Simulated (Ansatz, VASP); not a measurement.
## Ir in VASP and in Ansatz

```
Ir
1.0
     0.00000    1.92285    1.92285
     1.92285    0.00000    1.92285
     1.92285    1.92285    0.00000
Ir
1
Cartesian
  0.0000 0.0000 0.0000
```

Alike in both runs: task single point; functional r2SCAN; k mesh 14 × 14 × 14; occupations fermi-dirac, width 0.2 eV; no spin polarisation.

|  | VASP | Ansatz |
| --- | --- | --- |
| version | VASP 6.6.1 | Ansatz 0.2.0 |
| potentials or method | VASP PAW PBE potentials, release 64 (Ir_sv_GW), cutoff 550 eV | plane waves (500 eV) with PAW, scalar-relativistic |
| valence electrons in the cell | 17 | 17 |

|  | VASP | Ansatz | Ansatz less VASP |
| --- | --- | --- | --- |
| pressure (GPa) | -1.3 | 0.8 | +2.15 |

VASP's potentials were made for PBE, not for r2SCAN. With one functional, cell and mesh, what is left measures potentials, basis and numerics.

Spin-orbit coupling is off throughout.
